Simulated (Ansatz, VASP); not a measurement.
**One calculation of W, two programs**

The input INCAR:

```
SYSTEM = W
PREC = Accurate
ENCUT = 520
EDIFF = 1E-6
ISMEAR = -1
SIGMA = 0.1
LREAL = .FALSE.
LASPH = .TRUE.
NELM = 60
ALGO = Normal
ISIF = 2
LWAVE = .FALSE.
LCHARG = .FALSE.
GGA = B5
ALDAX = 1.0
AGGAX = 1.0
AGGAC = 1.0
ALDAC = 0.0
NBANDS = 13
```

KPOINTS

```
regular mesh
0
G
  15 15 15
  0 0 0
```

Contents of POSCAR:

```
W
1.0
    0.0000000000      2.0686804660      2.0686804660
    2.0686804660      0.0000000000      2.0686804660
    2.0686804660      2.0686804660      0.0000000000
W
1
Direct
    0.0000000000      0.0000000000      0.0000000000
```

Input for Ansatz:

```yaml
crystal:
  lattice:
    - [0.0, 2.068680466, 2.068680466]
    - [2.068680466, 0.0, 2.068680466]
    - [2.068680466, 2.068680466, 0.0]
  atoms:
    - { symbol: W, position: [0.0, 0.0, 0.0] }
hamiltonian:
  xc: blyp
  pseudopotentials:
    kind: paw
    azcp:
      W: "pseudopotentials/W.paw.azcp"
basis:
  ecutwfc: 420
  fft_grid_basis: typed
kpoints:
  mp_grid: { grid: [15, 15, 15], shift: [0, 0, 0] }
magnetization:
  spin_polarized: false
scf:
  occupations: { method: fermi_dirac, width: 0.1 }
  lower_state_search: "off"
output:
  stress: true
```

Alike in both runs: task single point; functional BLYP; k mesh 15 × 15 × 15; occupations fermi-dirac, width 0.1 eV; no spin polarisation.

|  | VASP | Ansatz |
| --- | --- | --- |
| version | VASP 6.6.1 | Ansatz 0.2.0 |
| potentials or method | VASP PAW PBE potentials, release 64 (W_sv), cutoff 520 eV | plane waves (420 eV) with PAW, scalar-relativistic |
| valence electrons in the cell | 14 | 14 |

Ansatz gave:

| Property | Result |
| --- | --- |
| pressure (GPa) | -9.5 |

**Question.** Which values does VASP return?

**Answer.** Pressure (GPa): -8.3.

VASP's potentials were made for PBE, not for BLYP. With one functional, cell and mesh, what is left measures potentials, basis and numerics.

Neither program's run includes spin-orbit coupling.
